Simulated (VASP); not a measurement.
A run of VASP 6.6.1 is set up as follows.

File POSCAR:

```
Pt
1.0
    4.0065530061      0.0000000000      0.0000000000
    0.0000000000      4.0065530061      0.0000000000
   -2.0032765031      0.0000000000      1.9310325418
Pt
2
Direct
    0.0000000000      0.0000000000      0.0000000000
    0.5000000000      0.5000000000      0.0000000000
```

Contents of INCAR.step1:

```
SYSTEM = Pt
PREC     = Accurate       ! precision mode
ENCUT    = 520            ! plane-wave cutoff, eV
ISMEAR   = 0              ! smearing method
SIGMA    = 0.1            ! smearing width, eV
LREAL    = .False.        ! projectors in reciprocal space
LASPH    = .True.         ! aspherical terms in the spheres
NELM     = 100            ! most SCF steps
NBANDS   = 17             ! bands
GGA      = PE             ! functional
ALGO     = Normal         ! electronic algorithm
EDIFF    = 1E-4           ! SCF threshold, eV
LWAVE    = .True.         ! write WAVECAR
LCHARG   = .False.        ! write CHGCAR
```

The input INCAR.step2:

```
SYSTEM = Pt
PREC     = Accurate       ! precision mode
ENCUT    = 520            ! plane-wave cutoff, eV
EDIFF    = 1E-6           ! SCF threshold, eV
ISMEAR   = 0              ! smearing method
SIGMA    = 0.1            ! smearing width, eV
LREAL    = .False.        ! projectors in reciprocal space
LASPH    = .True.         ! aspherical terms in the spheres
NELM     = 100            ! most SCF steps
ALGO     = Normal         ! electronic algorithm
ISIF     = 2              ! what is computed and relaxed
LWAVE    = .False.        ! write WAVECAR
LCHARG   = .False.        ! write CHGCAR
METAGGA  = R2SCAN         ! meta-GGA
LMIXTAU  = .True.       
NBANDS   = 17             ! bands
ISTART   = 1
```

Contents of KPOINTS:

```
regular mesh
0
Gamma
  9 9 18
  0 0 0
```

Potentials or basis: VASP PAW PBE potentials, release 64 (Pt).

Launch:

```sh
$ cat potpaw_PBE.64/Pt/POTCAR > POTCAR
$ cp INCAR.step1 INCAR
$ mpirun -np 1 vasp_std > vasp.out
$ cp INCAR.step2 INCAR
$ mpirun -np 1 vasp_std > vasp.out
```

**Question.** What does it give for the pressure?

**Answer.** -2.8 GPa.

**Question.** Predict the band gap on the k mesh.

**Answer.** Zero (band 10 reaches 11.15 eV, above the bottom of band 11 at 9.49 eV).

Stress tensor (GPa, compression positive):
```
-3.82  0.00  0.00
 0.00 -3.82  0.00
 0.00  0.00 -0.70
```

Caveat: the PAW data sets were made with another functional, which shifts forces and pressure a little; spin-orbit coupling is left out, which moves the levels of the heavy elements.
